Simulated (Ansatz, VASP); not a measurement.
**Si3C: VASP beside Ansatz**

The input INCAR:

```
SYSTEM = Si3C
PREC = Accurate
ENCUT = 600
EDIFF = 1E-6
ISMEAR = 0
SIGMA = 0.1
LREAL = .FALSE.
LASPH = .TRUE.
NELM = 100
ALGO = Normal
ISIF = 3
LWAVE = .FALSE.
LCHARG = .FALSE.
GGA = PE
IBRION = 2
NSW = 90
EDIFFG = -0.04
```

KPOINTS

```
regular mesh
0
G
  3 3 4
  0 0 0
```

File POSCAR:

```
Si3C
1.0
    5.9216623400      0.0000000000      0.0000000000
   -2.9608311700      5.1283100100      0.0000000000
    0.0000000000      0.0000000000      4.2779648000
Si C
6 2
Direct
    0.2692469100      0.1346234500      0.7500000000
    0.8653765500      0.1346234500      0.7500000000
    0.8653765500      0.7307530900      0.7500000000
    0.7307530900      0.8653765500      0.2500000000
    0.1346234500      0.8653765500      0.2500000000
    0.1346234500      0.2692469100      0.2500000000
    0.6666666700      0.3333333300      0.2500000000
    0.3333333300      0.6666666700      0.7500000000
```

Input for Ansatz:

```yaml
crystal:
  lattice:
    - [5.92166234, 0.0, 0.0]
    - [-2.96083117, 5.12831001, 0.0]
    - [0.0, 0.0, 4.2779648]
  atoms:
    - { symbol: Si, position: [0.26924691, 0.13462345, 0.75] }
    - { symbol: Si, position: [0.86537655, 0.13462345, 0.75] }
    - { symbol: Si, position: [0.86537655, 0.73075309, 0.75] }
    - { symbol: Si, position: [0.73075309, 0.86537655, 0.25] }
    - { symbol: Si, position: [0.13462345, 0.86537655, 0.25] }
    - { symbol: Si, position: [0.13462345, 0.26924691, 0.25] }
    - { symbol: C, position: [0.66666667, 0.33333333, 0.25] }
    - { symbol: C, position: [0.33333333, 0.66666667, 0.75] }
basis:
  ecutwfc: 420
kpoints:
  mp_grid: { grid: [3, 3, 4] }
hamiltonian:
  xc: pbe
scf:
  occupations: { method: gaussian, width: 0.1 }
  lower_state_search: "off"
output:
  forces: true
  stress: true
  eigenvalues: true
relax:
  adjacent_minimum: "off"
  f_tol: 0.04
  max_steps: 70
  cell: { stress_tol: 0.4 }
```

Change from the starting cell: species swapped into the KSn3 type (P6_3/mmc, No. 194).

Alike in both runs: task relaxation of cell and atoms; functional PBE; k mesh 3 × 3 × 4; occupations gaussian, width 0.1 eV; no spin polarisation.

```csv
,VASP,Ansatz
version,VASP 6.6.1,Ansatz 0.2.0
potentials or method,"VASP PAW PBE potentials, release 64 (Si, C), cutoff 600 eV","scalar-relativistic, plane waves, PAW"
valence electrons in the cell,32,32
```

```tsv
	VASP	Ansatz	Ansatz less VASP
gap on the k mesh at the Fermi level, each at its own relaxed structure (eV)	none	none	-
relaxed volume (Å³/atom)	12.62	12.60	-0.015
relaxed cell length with the largest relative difference (Å)	3.844	2.799	-1.0445
```

A gap of «none» marks a metal or a gap that the smearing closes. One of these differences is far larger than is usual between the two programs; its cause wasn't traced.

The k mesh is coarse, so the values compare programs but aren't converged. Noted on VASP's run: the volume moved by over 15 % at a fixed basis, so the end points are rough.
